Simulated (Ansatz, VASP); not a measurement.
One calculation of Rh, two programs

```
Rh
1.0
     2.67368    0.00000    0.00000
    -1.33684    2.31547    0.00000
     0.00000    0.00000    8.73902
Rh
4
Direct
  0.00000 0.00000 0.00000
  0.33333 0.66667 0.25000
  0.00000 0.00000 0.50000
  0.66667 0.33333 0.75000
```

Alike in both runs: task single point; functional LDA; k mesh 10 × 10 × 3; occupations fermi-dirac, width 0.05 eV; no spin polarisation.

```csv
,VASP,Ansatz
version,VASP 6.6.1,Ansatz 0.2.0
potentials or method,"VASP PAW LDA potentials, release 64 (Rh_pv), cutoff 520 eV","plane waves, PAW"
valence electrons in the cell,60,68
```

|  | VASP | Ansatz | Ansatz less VASP |
| --- | --- | --- | --- |
| pressure (GPa) | -5.5 | -6.4 | -0.88 |
| traceless stress, the component that is largest in VASP (GPa) | 0.38 | 0.39 | +0.009 |

LDA's correlation is that of Perdew and Zunger in VASP and of Perdew and Wang (1992) in Ansatz. VASP's potentials hold 60 valence electrons a cell and Ansatz's 68, so a difference there can come from the potentials and not from the codes.
